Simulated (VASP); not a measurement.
# PbS in VASP: further runs, part 2 of 2

VASP 6.6.1. Earlier steps stand in the parts before.

### 3 Electric field gradients, PBEsol (equal xx and yy strain of +3 %)

File INCAR:

```
SYSTEM = PbS
PREC = Accurate
ENCUT = 520
EDIFF = 1E-8
ISMEAR = -1
SIGMA = 0.01
LREAL = .FALSE.
LASPH = .TRUE.
NELM = 100
ALGO = Normal
ISIF = 2
LWAVE = .FALSE.
LCHARG = .FALSE.
GGA = PS
LEFG = .TRUE.
NBANDS = 28
```

File KPOINTS:

```
Automatic mesh
0
G
  7 7 3
  0 0 0
```

File POSCAR:

```
PbS
1.0
    3.0287150000     -2.9870000000      0.0000000000
    3.0287150000      2.9870000000      0.0000000000
   -1.1124515000      0.0000000000     11.7092900000
Pb S
2 2
Direct
    0.7756000000      0.7756000000      0.6363800000
    0.2244000000      0.2244000000      0.3636200000
    0.2684000000      0.2684000000      0.5986000000
    0.7316000000      0.7316000000      0.4014000000
```

Potentials or basis: VASP PAW PBE potentials, release 64 (Pb_d, S).

The run is started by

```console
> cat potpaw_PBE.64/Pb_d/POTCAR potpaw_PBE.64/S/POTCAR > POTCAR
> mpirun -np 1 vasp_std > vasp.out
```

OUTCAR:

```text
SYSTEM = PbS
   PREC = Accurate
   ENCUT = 520
   EDIFF = 1E-8
   ISMEAR = -1
   LREAL = .FALSE.
   LASPH = .TRUE.
   NELM = 100
   ISIF = 2
   GGA = PS

 ion  position               nearest neighbor table
   1  0.776  0.776  0.636-   4 2.75   3 3.02   3 3.02   3 3.06   3 3.06
   2  0.224  0.224  0.364-   3 2.75   4 3.02   4 3.02   4 3.06   4 3.06
   3  0.268  0.268  0.599-   2 2.75   1 3.02   1 3.02   1 3.06   1 3.06
   4  0.732  0.732  0.401-   1 2.75   2 3.02   2 3.02   2 3.06   2 3.06

  LATTYP: Found a base centered monoclinic cell.
 ALAT       =     6.0574300000
 B/A-ratio  =     0.9862268322
 C/A-ratio  =     1.9417502160
 COS(beta)  =    -0.0945800022

  Lattice vectors:

 A1 = (   3.0287150000,  -2.9870000000,   0.0000000000)
 A2 = (   3.0287150000,   2.9870000000,   0.0000000000)
 A3 = (  -1.1124515000,   0.0000000000,  11.7092900000)

Analysis of symmetry for initial positions (statically):
=====================================================================
 Subroutine PRICEL returns:
 Original cell was already a primitive cell.

 Routine SETGRP: Setting up the symmetry group for a
 base centered monoclinic supercell.

 Subroutine GETGRP returns: Found  4 space group operations
 (whereof  4 operations were pure point group operations)
 out of a pool of  4 trial point group operations.

The static configuration has the point symmetry C_2h.

Analysis of symmetry for dynamics (positions and initial velocities):
=====================================================================
 Subroutine PRICEL returns:
 Original cell was already a primitive cell.

 Routine SETGRP: Setting up the symmetry group for a
 base centered monoclinic supercell.

 Subroutine GETGRP returns: Found  4 space group operations
 (whereof  4 operations were pure point group operations)
 out of a pool of  4 trial point group operations.

The dynamic configuration has the point symmetry C_2h.

 Subroutine INISYM returns: Found  4 space group operations
 (whereof  4 operations are pure point group operations),
 and found     1 'primitive' translations

----------------------------------------------------------------------------------------

                                     Primitive cell

  volume of cell :     211.8625

  direct lattice vectors                    reciprocal lattice vectors
     3.028715000 -2.987000000  0.000000000     0.165086514 -0.167392032  0.015684191
     3.028715000  2.987000000  0.000000000     0.165086514  0.167392032  0.015684191
    -1.112451500  0.000000000 11.709290000     0.000000000  0.000000000  0.085402275

  length of vectors
     4.253855140  4.253855140 11.762016011     0.235626067  0.235626067  0.085402275

  position of ions in fractional coordinates (direct lattice)
     0.775600000  0.775600000  0.636380000
     0.224400000  0.224400000  0.363620000
     0.268400000  0.268400000  0.598600000
[... 91 lines left out ...]
   NELECT =      40.0000    total number of electrons
   NUPDOWN=      -1.0000    fix difference up-down
   EMIN   =  10.00;   EMAX   =-10.00  energy-range for DOS
   EFERMI =   0.00;   METHOD = LEGACY
   ISMEAR =    -1;   SIGMA  =   0.01  broadening in eV -4-tet -1-fermi 0-gaus
   EFERMI_NEDOS =   21; number of points for ismear=-14 and -15
   IALGO  =     38    algorithm
   IMIX   =      4    mixing-type and parameters
     AMIX     =   0.40;   BMIX     =  1.00
     AMIX_MAG =   1.60;   BMIX_MAG =  1.00
  volume/ion in A,a.u.               =      52.97       357.43
  Fermi-wavevector in a.u.,A,eV,Ry     =   0.939168  1.774771 12.000844  0.882037
  Thomas-Fermi vector in A             =   2.066453
   LORBIT       =      0    0 simple, 1 ext, 2 COOP (PROOUT), +10 PAW based schemes
   GGA     = PS    functional components
   LHFCALC =     F    Hartree Fock is set to
   AEXX    =    0.0000 exact exchange contribution
   IVDW    =     0    specifies the selected vdW correction
   LEPSILON=     F    determine dielectric tensor
   LRPA    =     F    only Hartree local field effects (RPA)
 non-spin polarized calculation
  energy-cutoff  :      520.00
  volume of cell :      211.86
 maximum number of plane-waves:      5732
   NGX = 15   NGY = 15   NGZ = 43

 number of electron      40.0000002 magnetization

 Free energy of the ion-electron system (eV)
  ---------------------------------------------------
  ext. energy  EPLUGINS =         0.00000000
  ---------------------------------------------------
  free energy    TOTEN  =       -18.30066401 eV

  energy without entropy =      -18.30066401  energy(sigma->0) =      -18.30066401

 E-fermi :   0.4455     XC(G=0):  -5.7939

 val. band max:        0.1893341780   @ k =   0.0000   0.0000   0.0000
 cond. band min:       1.7440971273   @ k =   0.0000   0.0000   0.3333
 fundamental gap:      1.5547629493
 Fermi energy:         0.4455115288

 k-point     1 :       0.0000    0.0000    0.0000
  band No.  band energies     occupation
      1     -16.0263      2.00000
      2     -15.9716      2.00000
      3     -15.9640      2.00000
      4     -15.9581      2.00000
      5     -15.9343      2.00000
      6     -15.9293      2.00000
[... 733 lines left out ...]
     27       5.3029      0.00000
     28       6.7848      0.00000

 [... further k-points ...]

------------------------ aborting loop because EDIFF is reached ----------------------------------------

  FORCE on cell =-STRESS in cart. coord.  units (eV):
  Direction    XX          YY          ZZ          XY          YZ          ZX
  --------------------------------------------------------------------------------------
  -------------------------------------------------------------------------------------
  Total       -3.6615085     -2.9060172     -3.4582202      0.0000000      0.0000000     -0.0125951
  in kB      -27.6895846    -21.9762996    -26.1522485      0.0000000      0.0000000     -0.0952488
  external PRESSURE =     -25.2727109 kB  Pullay stress =       0.0000000 kB

 VOLUME and BASIS-vectors are now :
 -----------------------------------------------------------------------------
  energy-cutoff  :      520.00
  volume of cell :      211.86
      direct lattice vectors                 reciprocal lattice vectors
     3.028715000 -2.987000000  0.000000000     0.165086514 -0.167392032  0.015684191
     3.028715000  2.987000000  0.000000000     0.165086514  0.167392032  0.015684191
    -1.112451500  0.000000000 11.709290000     0.000000000  0.000000000  0.085402275

 POSITION                                       TOTAL-FORCE (eV/Angst)
 -----------------------------------------------------------------------------------
      3.99020      0.00000      7.45156         0.000303      0.000000     -0.939883
      0.95478      0.00000      4.25773        -0.000303      0.000000      0.939883
      0.95990      0.00000      7.00918        -0.005523      0.000000     -0.176319
      3.98508      0.00000      4.70011         0.005523      0.000000      0.176319
 -----------------------------------------------------------------------------------
    total drift:                                0.000000      0.000000      0.000000

  FREE ENERGIE OF THE ION-ELECTRON SYSTEM (eV)
  ---------------------------------------------------
  free  energy   TOTEN  =       -18.3006640094 eV

  energy  without entropy=      -18.3006640094  energy(sigma->0) =      -18.30066401

 Electric field gradients (V/A^2)
---------------------------------------------------------------------
 ion       V_xx      V_yy      V_zz      V_xy      V_xz      V_yz
---------------------------------------------------------------------
   1     132.658    79.722  -212.379    -0.000     0.110     0.000
   2     132.658    79.722  -212.379    -0.000     0.110     0.000
   3      -0.810    -2.207     3.017    -0.000     0.244    -0.000
   4      -0.810    -2.207     3.017    -0.000     0.244    -0.000
---------------------------------------------------------------------

 Electric field gradients after diagonalization (V/A^2)
 (convention: |V_zz| > |V_xx| > |V_yy|)
----------------------------------------------------------------------
 ion       V_xx      V_yy      V_zz     asymmetry (V_yy - V_xx)/ V_zz
----------------------------------------------------------------------
   1     132.658    79.722  -212.379       0.249
   2     132.658    79.722  -212.379       0.249
   3      -2.207    -0.826     3.032       0.455
   4      -2.207    -0.826     3.032       0.455
----------------------------------------------------------------------

           NMR quadrupolar parameters

 Cq : quadrupolar parameter    Cq=e*Q*V_zz/h
 eta: asymmetry parameters     (V_yy - V_xx)/ V_zz
 Q  : nuclear electric quadrupole moment in mb (millibarn)
----------------------------------------------------------------------
 ion       Cq(MHz)       eta       Q (mb)
----------------------------------------------------------------------
   1      -0.514       0.249       1.000
   2      -0.514       0.249       1.000
   3       0.007       0.455       1.000
   4       0.007       0.455       1.000
----------------------------------------------------------------------
```

OSZICAR:

```text
N       E                     dE             d eps       ncg     rms          rms(c)
DAV:   1     0.398483010953E+03    0.39848E+03   -0.17576E+04  2496   0.128E+03
DAV:   2     0.308874015980E+02   -0.36760E+03   -0.35793E+03  2612   0.344E+02
DAV:   3    -0.173146133301E+02   -0.48202E+02   -0.47564E+02  3312   0.148E+02
[... 11 lines left out ...]
DAV:  15    -0.183006552064E+02   -0.20567E-03   -0.77588E-05  2884   0.478E-02    0.145E-02
DAV:  16    -0.183006637614E+02   -0.85550E-05   -0.14168E-05  2900   0.214E-02    0.821E-03
DAV:  17    -0.183006639237E+02   -0.16226E-06   -0.63766E-07  3284   0.497E-03    0.464E-03
DAV:  18    -0.183006639954E+02   -0.71757E-07   -0.34041E-07  2584   0.296E-03    0.134E-03
DAV:  19    -0.183006640095E+02   -0.14079E-07   -0.47392E-08  2808   0.158E-03    0.105E-03
DAV:  20    -0.183006640094E+02    0.86402E-10   -0.26807E-09  2060   0.307E-04
   1 F= -.18300664E+02 E0= -.18300664E+02  d E =-.790497E-13
```

It took 6.1 min on 1 thread of Oxide Virtual Turin-like, shared host; peak memory 0.38 GiB.

What came out:

```
Free energy                             : -18.3007 eV
Largest force                           : 0.940 eV/Å
Band gap on the k mesh                  : 1.55 eV
Largest electric field gradient by atom : Pb -212.4; S +3.0 V/Å²
```

Forces on the atoms (eV/Å):
```
Pb   0.000  0.000 -0.940
Pb   0.000  0.000  0.940
S   -0.006  0.000 -0.176
S    0.006  0.000  0.176
```

Levels at points of the mesh, in eV from the valence-band top:
| k point | band 18 | band 19 | band 20 | band 21 | band 22 | band 23 |
| --- | --- | --- | --- | --- | --- | --- |
| (0.00, 0.00, 0.00) | -1.17 | -1.06 | 0.00 | 1.65 | 3.30 | 4.78 |

Electric field gradients, principal values (V/Å²):
```tsv
atom	least	middle	greatest (by size)
1 Pb	79.722	132.658	-212.379
2 Pb	79.722	132.658	-212.379
3 S	-0.826	-2.207	3.032
4 S	-0.826	-2.207	3.032
```

Caveat: the cell differs from its parent crystal (equal xx and yy strain of +3 %); there is no dipole correction, which matters where the two faces differ; without QUAD_EFG the Cq values of the log hold for a quadrupole moment of 1 mb, not for the nuclei; the PAW data sets were made with another functional, which shifts forces and pressure a little; spin-orbit coupling is left out, which moves the levels of the heavy elements.
